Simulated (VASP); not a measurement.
# Rb (Im-3m) in VASP: notebook

Rb is run at these levels: PBE; tasks: single point.

Program: VASP 6.6.1. These are calculated values, not measurements. Logs are shortened: lines on timing, memory, paths and dates and some standing lists are left out, and cuts for length are marked.

### Step 1. The cell of the first run

It takes space group Im-3m (No. 229, cubic). The conventional cell has a = 5.221 Å, b = 5.221 Å, c = 5.221 Å, α = 90.00°, β = 90.00°, γ = 90.00°.

### Step 2. Single point, PBE (71.16 Å³/atom)

Contents of POSCAR:

```
Rb
1.0
   -2.6104928533      2.6104928533      2.6104928533
    2.6104928533     -2.6104928533      2.6104928533
    2.6104928533      2.6104928533     -2.6104928533
Rb
1
Direct
    0.0000000000      0.0000000000      0.0000000000
```

Contents of INCAR.step1:

```
SYSTEM = Rb
PREC = Accurate ; ENCUT = 520
EDIFF = 1E-6 ; ISMEAR = -1
SIGMA = 0.1 ; LREAL = .False.
LASPH = .True. ; NELM = 60
ALGO = Normal ; ISIF = 2
LWAVE = .False. ; LCHARG = .True.
GGA = PE ; NBANDS = 10
```

Contents of KPOINTS.step1:

```
regular mesh
0
Gamma
  10 10 10
  0 0 0
```

Contents of INCAR.step2:

```
SYSTEM = Rb
PREC = Accurate ; ENCUT = 520
EDIFF = 1E-6 ; ISMEAR = -5
SIGMA = 0.1 ; LREAL = .False.
LASPH = .True. ; NELM = 60
ALGO = Normal ; ISIF = 2
LWAVE = .False. ; LCHARG = .False.
GGA = PE ; LORBIT = 11
NBANDS = 10 ; NEDOS = 2001
ICHARG = 11
```

Contents of KPOINTS.step2:

```
regular mesh
0
Gamma
  15 15 15
  0 0 0
```

Potentials or basis: VASP PAW PBE potentials, release 64 (Rb_sv).

Started as:

```console
> cat potpaw_PBE.64/Rb_sv/POTCAR > POTCAR
> cp INCAR.step1 INCAR
> cp KPOINTS.step1 KPOINTS
> mpirun -np 1 vasp_std > vasp.out
> cp INCAR.step2 INCAR
> cp KPOINTS.step2 KPOINTS
> mpirun -np 1 vasp_std > vasp.out
```

OUTCAR:

```text
SYSTEM = Rb
   PREC = Accurate
   ENCUT = 520
   EDIFF = 1E-6
   ISMEAR = -5
   LREAL = .False.
   LASPH = .True.
   NELM = 60
   ISIF = 2
   GGA = PE
   LORBIT = 11
   ICHARG = 11

 ion  position               nearest neighbor table
   1  0.000  0.000  0.000-

  LATTYP: Found a body centered cubic cell.
 ALAT       =     5.2209857066

  Lattice vectors:

 A1 = (  -2.6104928533,   2.6104928533,   2.6104928533)
 A2 = (   2.6104928533,  -2.6104928533,   2.6104928533)
 A3 = (   2.6104928533,   2.6104928533,  -2.6104928533)

Analysis of symmetry for initial positions (statically):
=====================================================================
 Subroutine PRICEL returns:
 Original cell was already a primitive cell.

 Routine SETGRP: Setting up the symmetry group for a
 body centered cubic supercell.

 Subroutine GETGRP returns: Found 48 space group operations
 (whereof 48 operations were pure point group operations)
 out of a pool of 48 trial point group operations.

The static configuration has the point symmetry O_h .

Analysis of symmetry for dynamics (positions and initial velocities):
=====================================================================
 Subroutine PRICEL returns:
 Original cell was already a primitive cell.

 Routine SETGRP: Setting up the symmetry group for a
 body centered cubic supercell.

 Subroutine GETGRP returns: Found 48 space group operations
 (whereof 48 operations were pure point group operations)
 out of a pool of 48 trial point group operations.

The dynamic configuration has the point symmetry O_h .

 Subroutine INISYM returns: Found 48 space group operations
 (whereof 48 operations are pure point group operations),
 and found     1 'primitive' translations

----------------------------------------------------------------------------------------

                                     Primitive cell

  volume of cell :      71.1586

  direct lattice vectors                    reciprocal lattice vectors
    -2.610492853  2.610492853  2.610492853     0.000000000  0.191534713  0.191534713
     2.610492853 -2.610492853  2.610492853     0.191534713  0.000000000  0.191534713
     2.610492853  2.610492853 -2.610492853     0.191534713  0.191534713  0.000000000

  length of vectors
     4.521506255  4.521506255  4.521506255     0.270870989  0.270870989  0.270870989

  position of ions in fractional coordinates (direct lattice)
[... 87 lines left out ...]
   POTIM  = 0.5000    time-step for ionic-motion
   TEBEG  =    0.0;   TEEND  =   0.0 temperature during run
   PSTRESS=    0.0 pullay stress
   NELECT =       9.0000    total number of electrons
   NUPDOWN=      -1.0000    fix difference up-down
   EMIN   =  10.00;   EMAX   =-10.00  energy-range for DOS
   EFERMI =   0.00;   METHOD = LEGACY
   ISMEAR =    -5;   SIGMA  =   0.10  broadening in eV -4-tet -1-fermi 0-gaus
   EFERMI_NEDOS =   21; number of points for ismear=-14 and -15
   IALGO  =     38    algorithm
   IMIX   =      4    mixing-type and parameters
     AMIX     =   0.40;   BMIX     =  1.00
     AMIX_MAG =   1.60;   BMIX_MAG =  1.00
  volume/ion in A,a.u.               =      71.16       480.20
  Fermi-wavevector in a.u.,A,eV,Ry     =   0.821763  1.552907  9.187935  0.675294
  Thomas-Fermi vector in A             =   1.932979
   LORBIT       =     11    0 simple, 1 ext, 2 COOP (PROOUT), +10 PAW based schemes
   GGA     = PE    functional components
   LHFCALC =     F    Hartree Fock is set to
   AEXX    =    0.0000 exact exchange contribution
   IVDW    =     0    specifies the selected vdW correction
   LEPSILON=     F    determine dielectric tensor
   LRPA    =     F    only Hartree local field effects (RPA)
 non-spin polarized calculation
 Fermi weights with tetrahedron method with Bloechl corrections
  energy-cutoff  :      520.00
  volume of cell :       71.16
 maximum number of plane-waves:      1961
 NGX is ok and might be reduce to    36

 number of electron       9.0000000 magnetization

 Free energy of the ion-electron system (eV)
  ---------------------------------------------------
  ext. energy  EPLUGINS =         0.00000000
  ---------------------------------------------------
  free energy    TOTEN  =        -0.88024338 eV

  energy without entropy =       -0.88024338  energy(sigma->0) =       -0.88024338

 E-fermi :   0.6687     XC(G=0):  -6.0968

 val. band max:        0.6196565615   @ k =  -0.3333   0.4667   0.0667
 cond. band min:       0.6751829274   @ k =  -0.3333   0.4000   0.2000
 fundamental gap:      0.0555263659
 Fermi energy:         0.6686656133

 k-point     1 :       0.0000    0.0000    0.0000
  band No.  band energies     occupation
      1     -28.1696      2.00000
      2     -12.1712      2.00000
      3     -12.1712      2.00000
      4     -12.1712      2.00000
      5      -1.6692      2.00000
      6       4.5341      0.00000
      7       4.5341      0.00000
      8       4.5341      0.00000
      9       5.6567      0.00000
     10       5.6567      0.00000
[... 287 lines left out ...]
 k-point    24 :       0.4000    0.2000   -0.0000
  band No.  band energies     occupation
      1     -28.1551      2.00000
      2     -12.3621      2.00000
      3     -12.2709      2.00000
      4     -12.1929      2.00000
      5       1.2477     -0.00617
      6       1.7038      0.00000
      7       2.7510      0.00000
      8       5.1758      0.00000
      9       6.2400      0.00000
     10       6.3305      0.00000

 [... further k-points ...]

------------------------ aborting loop because EDIFF is reached ----------------------------------------

  FORCE on cell =-STRESS in cart. coord.  units (eV):
  Direction    XX          YY          ZZ          XY          YZ          ZX
  --------------------------------------------------------------------------------------
  -------------------------------------------------------------------------------------
  Total        0.4819877      0.4819877      0.4819877     -0.0000000     -0.0000000      0.0000000
  in kB       10.8522298     10.8522298     10.8522298     -0.0000000     -0.0000000      0.0000000
  external PRESSURE =      10.8522298 kB  Pullay stress =       0.0000000 kB

 VOLUME and BASIS-vectors are now :
 -----------------------------------------------------------------------------
  energy-cutoff  :      520.00
  volume of cell :       71.16
      direct lattice vectors                 reciprocal lattice vectors
    -2.610492853  2.610492853  2.610492853     0.000000000  0.191534713  0.191534713
     2.610492853 -2.610492853  2.610492853     0.191534713  0.000000000  0.191534713
     2.610492853  2.610492853 -2.610492853     0.191534713  0.191534713  0.000000000

 POSITION                                       TOTAL-FORCE (eV/Angst)
 -----------------------------------------------------------------------------------
      0.00000      0.00000      0.00000         0.000000      0.000000      0.000000
 -----------------------------------------------------------------------------------
    total drift:                               -0.000000     -0.000000      0.000000

  FREE ENERGIE OF THE ION-ELECTRON SYSTEM (eV)
  ---------------------------------------------------
  free  energy   TOTEN  =        -0.8802433775 eV

  energy  without entropy=       -0.8802433775  energy(sigma->0) =       -0.88024338

 total charge

# of ion       s       p       d       tot
------------------------------------------
    1        1.972   5.314   0.009   7.295
```

OSZICAR.step1:

```text
N       E                     dE             d eps       ncg     rms          rms(c)
DAV:   1     0.399404530740E+02    0.39940E+02   -0.35672E+03   940   0.689E+02
DAV:   2     0.147032753387E+01   -0.38470E+02   -0.37592E+02  1048   0.126E+02
DAV:   3    -0.782880037361E+00   -0.22532E+01   -0.22494E+01  1246   0.304E+01
DAV:   4    -0.892426577974E+00   -0.10955E+00   -0.10937E+00  1356   0.570E+00
DAV:   5    -0.893786815757E+00   -0.13602E-02   -0.13602E-02  1208   0.647E-01    0.171E+00
DAV:   6    -0.893014355585E+00    0.77246E-03   -0.32261E-03  1348   0.307E-01    0.105E+00
DAV:   7    -0.893424006468E+00   -0.40965E-03   -0.47293E-03  1106   0.393E-01    0.772E-02
DAV:   8    -0.893505213703E+00   -0.81207E-04   -0.20430E-04  1092   0.103E-01    0.246E-02
DAV:   9    -0.893516549664E+00   -0.11336E-04   -0.23405E-05  1324   0.349E-02    0.562E-03
DAV:  10    -0.893517542287E+00   -0.99262E-06   -0.51871E-06  1060   0.139E-02
   1 F= -.89351754E+00 E0= -.87787912E+00  d E =-.312769E-01
```

Wall time 46 s (1 thread of Intel Xeon Platinum 8488C (Sapphire Rapids), shared host); peak memory 0.24 GiB.

Results:

```yaml
Valence_electrons_inside_the_program's_atomic_spheres: Rb 7.29
```

Levels at points of the mesh, in eV from the Fermi level:
```csv
k point,band 2,band 3,band 4,band 5,band 6,band 7
"(0.00, 0.00, 0.00)",-12.84,-12.84,-12.84,-2.34,3.87,3.87
```

Caveat: tetrahedron occupations give inexact forces and stress in metals.

### Step 3. Single point, PBE

This run uses another cell than the first one, of 91.23 Å³/atom.

Contents of POSCAR:

```
Rb
1.0
   -2.8359004032      2.8359004032      2.8359004032
    2.8359004032     -2.8359004032      2.8359004032
    2.8359004032      2.8359004032     -2.8359004032
Rb
1
Direct
    0.0000000000      0.0000000000      0.0000000000
```

Contents of INCAR.step1:

```
SYSTEM = Rb
PREC = Accurate
ENCUT = 520
EDIFF = 1E-7
ISMEAR = -1
SIGMA = 0.1
LREAL = .FALSE.
LASPH = .TRUE.
NELM = 80
ALGO = Normal
ISIF = 2
LWAVE = .FALSE.
LCHARG = .TRUE.
GGA = PE
NBANDS = 10
```

Contents of KPOINTS.step1:

```
regular mesh
0
G
  10 10 10
  0 0 0
```

Contents of INCAR.step2:

```
SYSTEM = Rb
PREC = Accurate
ENCUT = 520
EDIFF = 1E-7
ISMEAR = -5
SIGMA = 0.1
LREAL = .FALSE.
LASPH = .TRUE.
NELM = 80
ALGO = Normal
ISIF = 2
LWAVE = .FALSE.
LCHARG = .FALSE.
GGA = PE
LORBIT = 11
NEDOS = 2001
ICHARG = 11
```

Contents of KPOINTS.step2:

```
regular mesh
0
G
  15 15 15
  0 0 0
```

Potentials or basis: VASP PAW PBE potentials, release 64 (Rb_sv).

Started as:

```console
> cat potpaw_PBE.64/Rb_sv/POTCAR > POTCAR
> cp INCAR.step1 INCAR
> cp KPOINTS.step1 KPOINTS
> mpirun -np 1 vasp_std > vasp.out
> cp INCAR.step2 INCAR
> cp KPOINTS.step2 KPOINTS
> mpirun -np 1 vasp_std > vasp.out
```

OUTCAR:

```text
SYSTEM = Rb
   PREC = Accurate
   ENCUT = 520
   EDIFF = 1E-7
   ISMEAR = -5
   LREAL = .FALSE.
   LASPH = .TRUE.
   NELM = 80
   ISIF = 2
   GGA = PE
   LORBIT = 11
   ICHARG = 11

 ion  position               nearest neighbor table
   1  0.000  0.000  0.000-

  LATTYP: Found a body centered cubic cell.
 ALAT       =     5.6718008064

  Lattice vectors:

[... 451 lines left out ...]
------------------------ aborting loop because EDIFF is reached ----------------------------------------

  FORCE on cell =-STRESS in cart. coord.  units (eV):
  Direction    XX          YY          ZZ          XY          YZ          ZX
  --------------------------------------------------------------------------------------
  -------------------------------------------------------------------------------------
  Total       -0.0055937     -0.0055937     -0.0055937     -0.0000000     -0.0000000      0.0000000
  in kB       -0.0982372     -0.0982372     -0.0982372     -0.0000000     -0.0000000      0.0000000
  external PRESSURE =      -0.0982372 kB  Pullay stress =       0.0000000 kB

 VOLUME and BASIS-vectors are now :
 -----------------------------------------------------------------------------
  energy-cutoff  :      520.00
  volume of cell :       91.23
      direct lattice vectors                 reciprocal lattice vectors
    -2.835900403  2.835900403  2.835900403     0.000000000  0.176310846  0.176310846
     2.835900403 -2.835900403  2.835900403     0.176310846  0.000000000  0.176310846
     2.835900403  2.835900403 -2.835900403     0.176310846  0.176310846  0.000000000

 POSITION                                       TOTAL-FORCE (eV/Angst)
 -----------------------------------------------------------------------------------
      0.00000      0.00000      0.00000        -0.000000      0.000000     -0.000000
 -----------------------------------------------------------------------------------
    total drift:                               -0.000000      0.000000     -0.000000

  FREE ENERGIE OF THE ION-ELECTRON SYSTEM (eV)
  ---------------------------------------------------
  free  energy   TOTEN  =        -0.9359093860 eV

  energy  without entropy=       -0.9359093860  energy(sigma->0) =       -0.93590939

 total charge

# of ion       s       p       d       tot
------------------------------------------
    1        1.964   5.321   0.005   7.290
```

OUTCAR.step1:

```text
SYSTEM = Rb
   PREC = Accurate
   ENCUT = 520
   EDIFF = 1E-7
   ISMEAR = -1
   LREAL = .FALSE.
[... 530 lines left out ...]
 -----------------------------------------------------------------------------------
      0.00000      0.00000      0.00000         0.000000      0.000000     -0.000000
 -----------------------------------------------------------------------------------
    total drift:                               -0.000000     -0.000000     -0.000000

  FREE ENERGIE OF THE ION-ELECTRON SYSTEM (eV)
  ---------------------------------------------------
  free  energy   TOTEN  =        -0.9503654784 eV

  energy  without entropy=       -0.9185859610  energy(sigma->0) =       -0.93447572
```

OSZICAR.step1:

```text
N       E                     dE             d eps       ncg     rms          rms(c)
DAV:   1     0.439791825145E+02    0.43979E+02   -0.32467E+03   940   0.652E+02
DAV:   2     0.176690508442E+01   -0.42212E+02   -0.41367E+02  1036   0.126E+02
DAV:   3    -0.844732017708E+00   -0.26116E+01   -0.26068E+01  1202   0.322E+01
DAV:   4    -0.946947458226E+00   -0.10222E+00   -0.10209E+00  1352   0.565E+00
DAV:   5    -0.948758356565E+00   -0.18109E-02   -0.18108E-02  1300   0.677E-01    0.122E+00
DAV:   6    -0.949314513989E+00   -0.55616E-03   -0.18498E-03  1272   0.246E-01    0.736E-01
DAV:   7    -0.950238820761E+00   -0.92431E-03   -0.31139E-03  1106   0.321E-01    0.456E-02
DAV:   8    -0.950353865533E+00   -0.11504E-03   -0.11829E-04  1082   0.846E-02    0.187E-02
DAV:   9    -0.950365669785E+00   -0.11804E-04   -0.11590E-05  1250   0.260E-02    0.506E-03
DAV:  10    -0.950365440722E+00    0.22906E-06   -0.34284E-06  1364   0.102E-02    0.125E-03
DAV:  11    -0.950365478383E+00   -0.37661E-07   -0.10767E-07   860   0.218E-03
   1 F= -.95036548E+00 E0= -.93447572E+00  d E =-.317795E-01
```

Wall time 76 s (1 thread of Intel Xeon Platinum 8488C (Sapphire Rapids), shared host); peak memory 0.27 GiB.

Results:

| Item | Value |
| --- | --- |
| Valence electrons inside the program's atomic spheres | Rb 7.29 |

Caveat: tetrahedron occupations give inexact forces and stress in metals.
